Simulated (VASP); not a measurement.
The system is SiO2.

```
Si O
1.0
     0.00000    3.56000    3.56000
     3.56000    0.00000    3.56000
     3.56000    3.56000    0.00000
Si O
2 4
Direct
  0.50000 0.50000 0.50000
  0.75000 0.75000 0.75000
  0.62500 0.62500 0.62500
  0.12500 0.62500 0.62500
  0.62500 0.62500 0.12500
  0.62500 0.12500 0.62500
```

```yaml
Program: VASP 6.6.1
Task: relaxation of cell and atoms
Functional: r2SCAN
Potentials_or_basis: VASP PAW PBE potentials, release 64 (Si, O)
Cutoff: 600 eV
k_mesh: 6 × 6 × 6
Occupations: gaussian, width 0.1 eV
Spin: no spin polarisation
```

At the start: pressure 22.8 GPa; volume 15.04 Å³/atom.

Task: How do energy, volume and symmetry change on relaxing?

Result: Over 4 steps the energy falls by 119.8 meV/atom and the volume is 16.91 Å³/atom (+12.4 %); space group Fd-3m (No. 227, to 0.1 Å) before and after.

The path:
```
step  energy change (eV)  largest force (eV/Å)  pressure (GPa)  volume (Å³)
   1              0.0000                0.0000           22.77        90.24
   2              0.6870                0.0000          -19.75       121.13
   3             -0.7176                0.0000           -0.83       101.91
   4             -0.7190                0.0000           -0.10       101.43
```

Final structure:
```cif
data_structure
_symmetry_space_group_name_H-M 'P 1'
_symmetry_Int_Tables_number 1
_cell_length_a 5.2348
_cell_length_b 5.2348
_cell_length_c 5.2348
_cell_angle_alpha 60.000
_cell_angle_beta 60.000
_cell_angle_gamma 60.000
_cell_volume 101.43
loop_
_atom_site_label
_atom_site_type_symbol
_atom_site_fract_x
_atom_site_fract_y
_atom_site_fract_z
_atom_site_occupancy
Si1 Si 0.50000 0.50000 0.50000 1
Si2 Si 0.75000 0.75000 0.75000 1
O1 O 0.62500 0.62500 0.62500 1
O2 O 0.12500 0.62500 0.62500 1
O3 O 0.62500 0.62500 0.12500 1
O4 O 0.62500 0.12500 0.62500 1
```

Caveat: the PAW data sets were made with another functional, which shifts forces and pressure a little.
